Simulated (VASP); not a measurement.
Write the native input for VASP 6.6.1 that does the following.

```yaml
Task: single point
Functional: LDA
Potentials_or_basis: VASP PAW LDA potentials, release 64 (Mg)
Cutoff: 520 eV
k_mesh: 6 × 6 × 1
Occupations: methfessel-paxton, width 0.05 eV
Spin: no spin polarisation
Dipole_correction: yes
Electric_field_eV/Å: 0.2
Further_INCAR_settings: ALGO = Normal; EDIFF = 1e-06; NBANDS = 9; EFIELD = -0.2
```

The structure of Mg lies in POSCAR:

```
Mg
1.0
    3.1738572726      0.0000000000      0.0000000000
    1.5869286363      2.7486410261      0.0000000000
    0.0000000000      0.0000000000     14.5914436115
Mg
2
Direct
    0.0000000000      0.0000000000      0.4111998895
    0.3333333333      0.3333333333      0.5888001105
```

The input as run:

INCAR

```
  PREC = Accurate
  ENCUT = 520
  EDIFF = 1E-6
  ISMEAR = 1
  SIGMA = 0.05
  LREAL = F
  LASPH = T
  NELM = 80
  ALGO = Normal
  ISIF = 2
  LWAVE = F
  LCHARG = F
  LDIPOL = T
  IDIPOL = 3
  DIPOL = 0.5 0.5 0.500
  NBANDS = 9
  EFIELD = -0.2
```

KPOINTS

```
regular mesh
0
Gamma
  6 6 1
```

Potentials or basis: VASP PAW LDA potentials, release 64 (Mg).

Command:

```console
$ cat potpaw_LDA.64/Mg/POTCAR > POTCAR
$ mpirun -np 1 vasp_std > vasp.out
```

Results of the run:

| Quantity | Value |
| --- | --- |
| Largest force | 0.341 eV/Å |
| Band gap on the k mesh | zero (band 2 reaches -1.56 eV, above the bottom of band 3 at -2.28 eV) |

Caveat: the k points lie up to 0.38 Å⁻¹ apart.

It took 15 s on 1 thread of Intel(R) Xeon(R) Platinum 8375C CPU @ 2.90GHz (Ice Lake) (shared host), peak memory 0.18 GiB.
